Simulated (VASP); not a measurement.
Here is a VASP 6.6.1 calculation.

Contents of INCAR:

```
PREC     = Accurate       # precision mode
ENCUT    = 520            # plane-wave cutoff, eV
EDIFF    = 1E-8           # SCF threshold, eV
ISMEAR   = 0              # smearing method
SIGMA    = 0.01           # smearing width, eV
LREAL    = F              # projectors in reciprocal space
LASPH    = T              # aspherical terms in the spheres
NELM     = 100            # most SCF steps
ALGO     = Normal         # electronic algorithm
ISIF     = 2              # what is computed and relaxed
LWAVE    = F              # write WAVECAR
LCHARG   = F              # write CHGCAR
GGA      = PE             # functional
NBANDS   = 11             # bands
IBRION   = 8              # ionic algorithm
NSW      = 1              # ionic steps
```

Contents of KPOINTS:

```
Automatic mesh
0
Gamma
  8 8 8
```

The input POSCAR:

```
BN
1.0
    0.0000000000      1.8075000000      1.8075000000
    1.8075000000      0.0000000000      1.8075000000
    1.8075000000      1.8075000000      0.0000000000
B N
1 1
Direct
    0.0000000000      0.0000000000      0.0000000000
    0.2500000000      0.2500000000      0.2500000000
```

Potentials or basis: VASP PAW PBE potentials, release 64 (B, N).

Run with:

```bash
$ cat potpaw_PBE.64/B/POTCAR potpaw_PBE.64/N/POTCAR > POTCAR
$ mpirun -np 1 vasp_std > vasp.out
```

Q: Predict the highest phonon frequency at Γ, LO-TO splitting left out.

A: 1039 cm⁻¹.

Phonon frequencies in cm⁻¹ (negative: imaginary):
```tsv
q point	frequencies
(0.000, 0.000, 0.000)	0 0 0 1039 1039 1039
```

Caveat: the k points lie up to 0.38 Å⁻¹ apart; the cell wasn't relaxed at this level first, which shifts response properties.
